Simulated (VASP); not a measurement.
Wanted: the native input for a VASP 6.6.1 run.

* Task: single point
* Functional: HSE06
* Potentials or basis: VASP PAW PBE potentials, release 64 (Al, N)
* Cutoff: 520 eV
* k mesh: 6 × 6 × 4
* Occupations: gaussian, width 0.02 eV
* Spin: no spin polarisation
* Dipole correction: no
* Grid for exact exchange (PRECFOCK): Normal
* Further INCAR settings: ALGO = Normal; EDIFF = 1e-07; NBANDS = 16
* Share of exact exchange: 0.25
* Screening parameter: 0.2079 1/Å

The system is AlN.

```
Al N
1.0
     3.13025    0.00000    0.00000
    -1.56512    2.71087    0.00000
     0.00000    0.00000    5.01799
Al N
2 2
Direct
  0.33333 0.66667 0.99923
  0.66667 0.33333 0.49923
  0.33333 0.66667 0.38077
  0.66667 0.33333 0.88077
```

These files were run (other wordings do the same):

POSCAR

```
AlN
1.0
    3.1302469248      0.0000000000      0.0000000000
   -1.5651234624      2.7108733570      0.0000000000
    0.0000000000      0.0000000000      5.0179926665
Al N
2 2
Direct
    0.3333333333      0.6666666667     -0.0007707949
    0.6666666667      0.3333333333      0.4992292051
    0.3333333333      0.6666666667      0.3807707949
    0.6666666667      0.3333333333      0.8807707949
```

INCAR.step1

```
SYSTEM = AlN
PREC     = Accurate       ! precision mode
ENCUT    = 520            ! plane-wave cutoff, eV
EDIFF    = 1E-5           ! SCF threshold, eV
ISMEAR   = 0              ! smearing method
SIGMA    = 0.02           ! smearing width, eV
LREAL    = .FALSE.        ! projectors in reciprocal space
LASPH    = .TRUE.         ! aspherical terms in the spheres
NELM     = 80             ! most SCF steps
ALGO     = Normal         ! electronic algorithm
ISIF     = 2              ! what is computed and relaxed
LWAVE    = .TRUE.         ! write WAVECAR
LCHARG   = .FALSE.        ! write CHGCAR
GGA      = PE             ! functional
NBANDS   = 16             ! bands
```

INCAR.step2

```
SYSTEM = AlN
PREC     = Accurate       ! precision mode
ENCUT    = 520            ! plane-wave cutoff, eV
EDIFF    = 1E-7           ! SCF threshold, eV
ISMEAR   = 0              ! smearing method
SIGMA    = 0.02           ! smearing width, eV
LREAL    = .FALSE.        ! projectors in reciprocal space
LASPH    = .TRUE.         ! aspherical terms in the spheres
NELM     = 80             ! most SCF steps
ALGO     = Normal         ! electronic algorithm
ISIF     = 2              ! what is computed and relaxed
LWAVE    = .FALSE.        ! write WAVECAR
LCHARG   = .FALSE.        ! write CHGCAR
GGA      = PE             ! functional
LHFCALC  = .TRUE.         ! exact exchange
HFSCREEN = 0.2079         ! screening, 1/A
PRECFOCK = Normal       
ISTART   = 1            
NBANDS   = 16             ! bands
```

KPOINTS

```
Automatic mesh
0
G
  6 6 4
  0 0 0
```

Potentials or basis: VASP PAW PBE potentials, release 64 (Al, N).

The run is started by

```bash
$ cat potpaw_PBE.64/Al/POTCAR potpaw_PBE.64/N/POTCAR > POTCAR
$ cp INCAR.step1 INCAR
$ mpirun -np 1 vasp_std > vasp.out
$ cp INCAR.step2 INCAR
$ mpirun -np 1 vasp_std > vasp.out
```

It gave:

The pressure is -5.4 GPa and the band gap on the k mesh is 5.37 eV.

Caveat: the cell stands under tension; the PAW data sets were made with another functional, which shifts forces and pressure a little.

Run time: 14 min on 1 thread of Intel(R) Xeon(R) 6975P-C (Granite Rapids), on a shared host, peak memory 0.26 GiB.
